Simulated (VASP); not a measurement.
# Si (R3) in VASP: single point with LDA

Aim: the single point of Si with LDA.

Everything below comes from runs of VASP 6.6.1. Logs are shortened: lines on timing, memory, paths and dates and some standing lists are left out, and cuts for length are marked.

## Step 1: The cell of the first run

Symmetry: R3, No. 146, trigonal system. The conventional cell has a = 9.319 Å, b = 9.319 Å, c = 5.577 Å, α = 90.00°, β = 90.00°, γ = 120.00°. Si (site symmetry 1) has 4 Si at 2.35 to 2.38 Å within 3.1 Å. Within 3.1 Å of Si (site symmetry 1) lie 4 Si at 2.35 Å. Within 3.2 Å of Si (site symmetry 3) lie 5 Si at 2.37 to 3.17 Å. Si (site symmetry 3) has 11 Si at 2.35 to 3.36 Å within 3.4 Å.

## Step 2: Single point, LDA (atoms displaced along a vibrational mode)

Contents of INCAR:

```
PREC = Accurate
ENCUT = 520
EDIFF = 1E-6
ISMEAR = 0
SIGMA = 0.15
LREAL = F
LASPH = T
NELM = 60
ALGO = Normal
ISIF = 2
LWAVE = F
LCHARG = F
GGA = CA
NBANDS = 26
```

Contents of KPOINTS:

```
Automatic mesh
0
Gamma
  12 12 12
```

Contents of POSCAR:

```
Si
1.0
    4.6594203132      2.6901175721      1.8589531703
   -4.6594203132      2.6901175721      1.8589531703
    0.0000000000     -5.3802351441      1.8589531703
Si
8
Direct
    0.0211229632      0.6966525445      0.5184967105
    0.9750353248      0.2538291291      0.4676211823
    0.7491847330      0.7491847330      0.7491847330
    0.2538291291      0.4676211823      0.9750353248
    0.4676211823      0.9750353248      0.2538291291
    0.6966525445      0.5184967105      0.0211229632
    0.3180574128      0.3180574128      0.3180574128
    0.5184967105      0.0211229632      0.6966525445
```

Potentials or basis: VASP PAW LDA potentials, release 64 (Si).

Command:

```bash
> cat potpaw_LDA.64/Si/POTCAR > POTCAR
> mpirun -np 1 vasp_std > vasp.out
```

OUTCAR:

```text
PREC = Accurate
   ENCUT = 520
   EDIFF = 1E-6
   ISMEAR = 0
   LREAL = F
   LASPH = T
   NELM = 60
   ISIF = 2
   GGA = CA

 ion  position               nearest neighbor table
   1  0.021  0.697  0.518-   2 2.35   3 2.37   6 2.38   8 2.38
   2  0.975  0.254  0.468-   1 2.35   4 2.35   5 2.35   7 2.35
   3  0.749  0.749  0.749-   6 2.37   1 2.37   8 2.37   7 2.40
   4  0.254  0.468  0.975-   6 2.35   2 2.35   5 2.35   7 2.35
   5  0.468  0.975  0.254-   8 2.35   4 2.35   2 2.35   7 2.35
   6  0.697  0.518  0.021-   4 2.35   3 2.37   1 2.38   8 2.38
   7  0.318  0.318  0.318-   4 2.35   2 2.35   5 2.35   3 2.40
   8  0.518  0.021  0.697-   5 2.35   3 2.37   6 2.38   1 2.38

  LATTYP: Found a trigonal (rhomboedric) cell.
 ALAT       =     5.6923314289
 COS(alpha) =    -0.3400265905

  Lattice vectors:

 A1 = (   4.6594203132,   2.6901175721,   1.8589531703)
 A2 = (  -4.6594203132,   2.6901175721,   1.8589531703)
 A3 = (   0.0000000000,  -5.3802351441,   1.8589531703)

Analysis of symmetry for initial positions (statically):
=====================================================================
 Subroutine PRICEL returns:
 Original cell was already a primitive cell.

 Routine SETGRP: Setting up the symmetry group for a
 trigonal (rhombohedral) supercell.

 Subroutine GETGRP returns: Found  3 space group operations
 (whereof  3 operations were pure point group operations)
 out of a pool of 12 trial point group operations.

The static configuration has the point symmetry C_3 .

Analysis of symmetry for dynamics (positions and initial velocities):
=====================================================================
 Subroutine PRICEL returns:
 Original cell was already a primitive cell.

 Routine SETGRP: Setting up the symmetry group for a
 trigonal (rhombohedral) supercell.

 Subroutine GETGRP returns: Found  3 space group operations
 (whereof  3 operations were pure point group operations)
 out of a pool of 12 trial point group operations.

The dynamic configuration has the point symmetry C_3 .

 Subroutine INISYM returns: Found  3 space group operations
 (whereof  3 operations are pure point group operations),
 and found     1 'primitive' translations

----------------------------------------------------------------------------------------

                                     Primitive cell

  volume of cell :     139.8050

  direct lattice vectors                    reciprocal lattice vectors
     4.659420313  2.690117572  1.858953170     0.107309486  0.061955161  0.179312389
    -4.659420313  2.690117572  1.858953170    -0.107309486  0.061955161  0.179312389
     0.000000000 -5.380235144  1.858953170     0.000000000 -0.123910322  0.179312389

  length of vectors
     5.692331429  5.692331429  5.692331429     0.217960319  0.217960319  0.217960319

  position of ions in fractional coordinates (direct lattice)
     0.021122963  0.696652544  0.518496711
     0.975035325  0.253829129  0.467621182
     0.749184733  0.749184733  0.749184733
     0.253829129  0.467621182  0.975035325
     0.467621182  0.975035325  0.253829129
     0.696652544  0.518496711  0.021122963
     0.318057413  0.318057413  0.318057413
     0.518496711  0.021122963  0.696652544

  ion indices of the primitive-cell ions
   primitive index   ion index
                 1           1
                 2           2
                 3           3
                 4           4
                 5           5
                 6           6
                 7           7
                 8           8

----------------------------------------------------------------------------------------

 KPOINTS: Automatic mesh

Automatic generation of k-mesh.
 Grid dimensions read from file:
 generate k-points for:   12   12   12

 Generating k-lattice:

  Cartesian coordinates                     Fractional coordinates (reciprocal lattice)
     0.008942457  0.005162930  0.014942699     0.083333333  0.000000000 -0.000000000
    -0.008942457  0.005162930  0.014942699     0.000000000  0.083333333 -0.000000000
     0.000000000 -0.010325860  0.014942699     0.000000000  0.000000000  0.083333333

  Length of vectors
     0.018163360  0.018163360  0.018163360

  Shift w.r.t. Gamma in fractional coordinates (k-lattice)
     0.000000000  0.000000000  0.000000000

 Subroutine IBZKPT returns following result:
 ===========================================

 Found    294 irreducible k-points:

 Following reciprocal coordinates:
            Coordinates               Weight
  0.000000  0.000000  0.000000      1.000000
  0.083333  0.000000  0.000000      6.000000
  0.166667  0.000000  0.000000      6.000000
  0.250000  0.000000  0.000000      6.000000
  0.333333  0.000000  0.000000      6.000000
  0.416667  0.000000  0.000000      6.000000
[... 16 lines left out ...]
 -0.250000  0.083333  0.000000      6.000000
  0.250000 -0.000000 -0.083333      6.000000
 [... further k-points ...]
   k-points           NKPTS =    294   k-points in BZ     NKDIM =    294   number of bands    NBANDS=     26
   number of dos      NEDOS =    301   number of ions     NIONS =      8
   total plane-waves  NPLWV =  74088
   dimension x,y,z NGX =    42 NGY =   42 NGZ =   42
   dimension x,y,z NGXF=    84 NGYF=   84 NGZF=   84
   ions per type =               8
   NGX,Y,Z   is equivalent  to a cutoff of  12.27, 12.27, 12.27 a.u.
   NGXF,Y,Z  is equivalent  to a cutoff of  24.53, 24.53, 24.53 a.u.
 SYSTEM =  unknown system
   PREC   = accura    normal or accurate (medium, high low for compatibility)
   ISTART =      0    job   : 0-new  1-cont  2-samecut
   ICHARG =      2    charge: 1-file 2-atom 10-const
   ISPIN  =      1    spin polarized calculation?
   LNONCOLLINEAR =      F non collinear calculations
   LSORBIT =      F    spin-orbit coupling
   LASPH  =      T    aspherical Exc in radial PAW
   ENCUT  =  520.0 eV  38.22 Ry    6.18 a.u.  10.58 10.58 10.58*2*pi/ulx,y,z
   NELM   =     60;   NELMIN=  2; NELMDL= -5     # of ELM steps
   EDIFF  = 0.1E-05   stopping-criterion for ELM
   LREAL  =      F    real-space projection
[... 7 lines left out ...]
   TEBEG  =    0.0;   TEEND  =   0.0 temperature during run
   PSTRESS=    0.0 pullay stress
   NELECT =      32.0000    total number of electrons
   NUPDOWN=      -1.0000    fix difference up-down
   EMIN   =  10.00;   EMAX   =-10.00  energy-range for DOS
   EFERMI =   0.00;   METHOD = LEGACY
   ISMEAR =     0;   SIGMA  =   0.15  broadening in eV -4-tet -1-fermi 0-gaus
   EFERMI_NEDOS =   21; number of points for ismear=-14 and -15
   IALGO  =     38    algorithm
   IMIX   =      4    mixing-type and parameters
     AMIX     =   0.40;   BMIX     =  1.00
     AMIX_MAG =   1.60;   BMIX_MAG =  1.00
  volume/ion in A,a.u.               =      17.48       117.93
  Fermi-wavevector in a.u.,A,eV,Ry     =   1.001422  1.892414 13.644553  1.002846
  Thomas-Fermi vector in A             =   2.133843
   LORBIT       =      0    0 simple, 1 ext, 2 COOP (PROOUT), +10 PAW based schemes
   GGA     = CA    functional components
   LHFCALC =     F    Hartree Fock is set to
   AEXX    =    0.0000 exact exchange contribution
   IVDW    =     0    specifies the selected vdW correction
   LEPSILON=     F    determine dielectric tensor
   LRPA    =     F    only Hartree local field effects (RPA)
 non-spin polarized calculation
 Gauss-broadening in eV      SIGMA  =   0.15
  energy-cutoff  :      520.00
  volume of cell :      139.81
 maximum number of plane-waves:      3786
   NGX = 21   NGY = 21   NGZ = 21

 number of electron      32.0000001 magnetization

 Free energy of the ion-electron system (eV)
  ---------------------------------------------------
  ext. energy  EPLUGINS =         0.00000000
  ---------------------------------------------------
  free energy    TOTEN  =       -46.58787837 eV

  energy without entropy =      -46.58154494  energy(sigma->0) =      -46.58471166

 E-fermi :   7.5268     XC(G=0): -10.2970

 val. band max:        7.5266525840   @ k =   0.5000   0.4167   0.4167
 cond. band min:       7.5397686855   @ k =   0.5000   0.0000  -0.0833
 fundamental gap:      0.0131161015
 Fermi energy:         7.5268381992

 k-point     1 :       0.0000    0.0000    0.0000
  band No.  band energies     occupation
      1      -5.4562      2.00000
      2      -0.8282      2.00000
      3      -0.4138      2.00000
      4      -0.4138      2.00000
      5      -0.1843      2.00000
      6       0.9187      2.00000
[... 18 lines left out ...]
     25      12.8895      0.00000
     26      13.2381      0.00000

 k-point     2 :       0.0833    0.0000    0.0000
  band No.  band energies     occupation
      1      -5.4125      2.00000
      2      -0.9429      2.00000
      3      -0.6549      2.00000
      4      -0.4573      2.00000
      5      -0.2279      2.00000
      6       0.8987      2.00000
[... 18 lines left out ...]
     25      12.7479      0.00000
     26      13.0894      0.00000

 k-point     3 :       0.1667    0.0000    0.0000
  band No.  band energies     occupation
      1      -5.2820      2.00000
      2      -1.3606      2.00000
      3      -0.9987      2.00000
      4      -0.6087      2.00000
      5      -0.3015      2.00000
      6       0.7662      2.00000
[... 18 lines left out ...]
     25      12.5785      0.00000
     26      12.7283      0.00000

 k-point     4 :       0.2500    0.0000    0.0000
  band No.  band energies     occupation
      1      -5.0672      2.00000
      2      -1.9887      2.00000
      3      -1.2219      2.00000
      4      -0.8006      2.00000
      5      -0.3859      2.00000
      6       0.5971      2.00000
[... 18 lines left out ...]
     25      12.1410      0.00000
     26      12.6103      0.00000

 k-point     5 :       0.3333    0.0000    0.0000
  band No.  band energies     occupation
      1      -4.7749      2.00000
      2      -2.6231      2.00000
      3      -1.3877      2.00000
      4      -0.9658      2.00000
      5      -0.4648      2.00000
      6       0.4541      2.00000
[... 18 lines left out ...]
     25      12.1148      0.00000
     26      12.5708      0.00000

 k-point     6 :       0.4167    0.0000    0.0000
  band No.  band energies     occupation
      1      -4.4297      2.00000
      2      -3.1856      2.00000
      3      -1.4915      2.00000
      4      -1.0727      2.00000
      5      -0.5207      2.00000
      6       0.3614      2.00000
[... 427 lines left out ...]
 k-point    21 :      -0.3333    0.0833   -0.0000
  band No.  band energies     occupation
      1      -4.8976      2.00000
      2      -2.3350      2.00000
      3      -1.4791      2.00000
      4      -0.9794      2.00000
      5      -0.3375      2.00000
      6       0.7363      2.00000
[... 18 lines left out ...]
     25      11.9735      0.00000
     26      12.3726      0.00000

 k-point    22 :       0.3333    0.0000   -0.0833
  band No.  band energies     occupation
      1      -4.8980      2.00000
      2      -2.3075      2.00000
      3      -1.5210      2.00000
      4      -1.0547      2.00000
      5      -0.1855      2.00000
      6       0.5956      2.00000
[... 18 lines left out ...]
     25      12.2839      0.00000
     26      12.9206      0.00000

 k-point    23 :      -0.2500    0.0833    0.0000
  band No.  band energies     occupation
      1      -5.1525      2.00000
      2      -1.7574      2.00000
      3      -1.2129      2.00000
      4      -0.8092      2.00000
      5      -0.2770      2.00000
      6       0.7541      2.00000
[... 18 lines left out ...]
     25      12.4443      0.00000
     26      12.5758      0.00000

 k-point    24 :       0.2500   -0.0000   -0.0833
  band No.  band energies     occupation
      1      -5.1527      2.00000
      2      -1.6804      2.00000
      3      -1.3546      2.00000
      4      -0.8151      2.00000
      5      -0.1904      2.00000
      6       0.7477      2.00000
[... 18 lines left out ...]
     25      12.4435      0.00000
     26      12.7167      0.00000

 [... further k-points ...]

------------------------ aborting loop because EDIFF is reached ----------------------------------------

  FORCE on cell =-STRESS in cart. coord.  units (eV):
  Direction    XX          YY          ZZ          XY          YZ          ZX
  --------------------------------------------------------------------------------------
  -------------------------------------------------------------------------------------
  Total       -0.6169703     -0.6169703     -0.3728822     -0.0000000     -0.0000000      0.0000000
  in kB       -7.0705305     -7.0705305     -4.2732602     -0.0000000     -0.0000000      0.0000000
  external PRESSURE =      -6.1381071 kB  Pullay stress =       0.0000000 kB

 VOLUME and BASIS-vectors are now :
 -----------------------------------------------------------------------------
  energy-cutoff  :      520.00
  volume of cell :      139.81
      direct lattice vectors                 reciprocal lattice vectors
     4.659420313  2.690117572  1.858953170     0.107309486  0.061955161  0.179312389
    -4.659420313  2.690117572  1.858953170    -0.107309486  0.061955161  0.179312389
     0.000000000 -5.380235144  1.858953170     0.000000000 -0.123910322  0.179312389

 POSITION                                       TOTAL-FORCE (eV/Angst)
 -----------------------------------------------------------------------------------
     -3.14758     -0.85873      2.29817        -0.266876      0.070639      0.106621
      3.36040      0.78988      3.15369        -0.067128      0.048745      0.096162
      0.00000      0.00000      4.17810         0.000000     -0.000000     -0.243744
     -0.99615     -3.30513      3.15369         0.075778      0.033762      0.096162
     -2.36426      2.51526      3.15369        -0.008650     -0.082507      0.096162
      0.83010      3.15525      2.29817         0.194613      0.195802      0.106621
      0.00000      0.00000      1.77376         0.000000     -0.000000     -0.364606
      2.31747     -2.29651      2.29817         0.072263     -0.266441      0.106621
 -----------------------------------------------------------------------------------
    total drift:                                0.000000      0.000000     -0.000080

  FREE ENERGIE OF THE ION-ELECTRON SYSTEM (eV)
  ---------------------------------------------------
  free  energy   TOTEN  =       -46.5878783680 eV

  energy  without entropy=      -46.5815449449  energy(sigma->0) =      -46.58471166
```

Run time: 7.4 min. Hardware: 1 thread of Intel Xeon 6975P-C (Granite Rapids), shared host; peak memory 0.72 GiB.

Results:

- Free energy: -46.5879 eV
- Pressure: -0.6 GPa
- Largest force: 0.365 eV/Å
- Band gap on the k mesh: zero (bands 16 and 17 overlap by 0.38 eV)

Forces in eV/Å, atoms in the order of the input:
```
Si  -0.267  0.071  0.107
Si  -0.067  0.049  0.096
Si   0.000  0.000 -0.244
Si   0.076  0.034  0.096
Si  -0.009 -0.083  0.096
Si   0.195  0.196  0.107
Si   0.000  0.000 -0.365
Si   0.072 -0.266  0.107
```

Stress tensor (GPa, compression positive):
```
-0.71  0.00  0.00
 0.00 -0.71  0.00
 0.00  0.00 -0.43
```

Levels at points of the mesh, in eV from the Fermi level:
| k point | band 14 | band 15 | band 16 | band 17 | band 18 | band 19 |
| --- | --- | --- | --- | --- | --- | --- |
| (0.00, 0.00, 0.00) | -1.33 | -1.33 | -0.82 | 1.65 | 1.83 | 1.83 |
| (0.50, 0.00, 0.00) | -1.80 | -1.44 | -1.07 | -0.16 | 0.68 | 1.91 |
| (0.50, 0.50, 0.00) | -1.85 | -1.71 | -1.26 | 0.26 | 0.65 | 1.30 |
| (0.50, 0.50, 0.50) | -2.04 | 0.23 | 0.23 | 1.57 | 2.40 | 2.63 |

Caveat: the cell differs from its parent crystal (atoms displaced along a vibrational mode); semilocal functionals underestimate gaps, and a narrow one can read as zero.
